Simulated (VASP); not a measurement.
Crystal: Cl.

```
Cl
1.0
     3.14500   -2.25000    0.00000
     3.14500    2.25000    0.00000
     0.00000    0.00000    8.21000
Cl
4
Direct
  0.87000 0.13000 0.10000
  0.63000 0.37000 0.60000
  0.13000 0.87000 0.90000
  0.37000 0.63000 0.40000
```

- Program: VASP 6.6.1
- Task: relaxation of cell and atoms
- Functional: LDA
- Potentials or basis: VASP PAW LDA potentials, release 64 (Cl)
- Cutoff: 600 eV
- k mesh: 6 × 6 × 3
- Occupations: fermi-dirac, width 0.02 eV
- Spin: no spin polarisation

At the start: pressure -2.7 GPa; volume 29.05 Å³/atom.

Question: How do energy, volume and symmetry change on relaxing?

Answer: Over 24 steps the energy falls by 82.7 meV/atom and the volume is 22.46 Å³/atom (-22.7 %); space group Cmce (No. 64, to 0.1 Å) before and after.

Step by step:
```tsv
step	energy change (eV)	largest force (eV/Å)	pressure (GPa)	volume (Å³)
1	0.0000	0.3162	-2.66	116.19
2	-0.0136	1.4946	1.04	108.25
3	-0.0509	0.6039	-0.84	111.75
4	-0.1273	0.5776	-0.74	106.23
5	-0.2756	0.5959	1.13	90.75
6	-0.2222	0.8346	-2.88	90.77
7	-0.2991	0.0108	-0.45	90.76
8	-0.2991	0.0038	-0.41	90.76
9	-0.3062	0.0204	-0.22	89.84
10	-0.3137	0.0600	0.31	87.95
11	-0.3139	0.0683	0.42	87.62
12	-0.3202	0.1215	0.06	88.03
13	-0.3228	0.2068	-0.33	88.49
14	-0.3255	0.1427	-0.13	88.49
15	-0.3270	0.0697	0.14	88.48
16	-0.3270	0.0601	0.18	88.48
17	-0.3274	0.0577	0.16	88.61
18	-0.3285	0.0511	0.07	88.98
19	-0.3297	0.0403	-0.08	89.74
20	-0.3299	0.0372	-0.16	90.10
21	-0.3302	0.0560	0.05	89.95
22	-0.3302	0.0534	0.06	89.95
23	-0.3305	0.0390	0.03	89.92
24	-0.3309	0.0083	-0.01	89.83
```

Final structure:
```yaml
crystal:
  lattice:
    - [3.08365, -1.87073, 0.00000]
    - [3.08365, 1.87073, 0.00000]
    - [0.00000, 0.00000, 7.78598]
  atoms:
    - { symbol: Cl, position: [0.86392, 0.13608, 0.11285] }
    - { symbol: Cl, position: [0.63608, 0.36392, 0.61285] }
    - { symbol: Cl, position: [0.13608, 0.86392, 0.88715] }
    - { symbol: Cl, position: [0.36392, 0.63608, 0.38715] }
```

Caveat: the volume moved by over 15 % at a fixed basis, so the end points are rough.
